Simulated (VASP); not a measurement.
Input of a VASP 6.6.1 run:

POSCAR

```
NaCl
1.0
    0.0000000000      2.5842125355      2.5842125355
    2.5842125355      0.0000000000      2.5842125355
    2.5842125355      2.5842125355      0.0000000000
Na Cl
1 1
Direct
    0.0000000000      0.0000000000      0.0000000000
    0.5000000000      0.5000000000      0.5000000000
```

File INCAR.step1:

```
SYSTEM = NaCl
PREC     = Accurate       ! precision mode
ENCUT    = 520            ! plane-wave cutoff, eV
ISMEAR   = 0              ! smearing method
SIGMA    = 0.01           ! smearing width, eV
LREAL    = .False.        ! projectors in reciprocal space
LASPH    = .True.         ! aspherical terms in the spheres
NELM     = 100            ! most SCF steps
NBANDS   = 14             ! bands
GGA      = PE             ! functional
ALGO     = Normal         ! electronic algorithm
EDIFF    = 1E-4           ! SCF threshold, eV
LWAVE    = .True.         ! write WAVECAR
LCHARG   = .False.        ! write CHGCAR
```

Contents of INCAR.step2:

```
SYSTEM = NaCl
PREC     = Accurate       ! precision mode
ENCUT    = 520            ! plane-wave cutoff, eV
EDIFF    = 1E-6           ! SCF threshold, eV
ISMEAR   = 0              ! smearing method
SIGMA    = 0.01           ! smearing width, eV
LREAL    = .False.        ! projectors in reciprocal space
LASPH    = .True.         ! aspherical terms in the spheres
NELM     = 100            ! most SCF steps
ALGO     = Normal         ! electronic algorithm
ISIF     = 2              ! what is computed and relaxed
LWAVE    = .False.        ! write WAVECAR
LCHARG   = .False.        ! write CHGCAR
METAGGA  = R2SCAN         ! meta-GGA
LMIXTAU  = .True.       
NBANDS   = 14             ! bands
ISTART   = 1
```

The input KPOINTS:

```
Automatic mesh
0
Gamma
  8 8 8
  0 0 0
```

Potentials or basis: VASP PAW PBE potentials, release 64 (Na_pv, Cl).

Run with:

```console
$ cat potpaw_PBE.64/Na_pv/POTCAR potpaw_PBE.64/Cl/POTCAR > POTCAR
$ cp INCAR.step1 INCAR
$ mpirun -np 1 vasp_std > vasp.out
$ cp INCAR.step2 INCAR
$ mpirun -np 1 vasp_std > vasp.out
```

Q: Estimate the band gap on the k mesh.

A: 7.25 eV.

Q: Predict the pressure.

A: 11.7 GPa.

Caveat: the cell stands under pressure; the PAW data sets were made with another functional, which shifts forces and pressure a little.
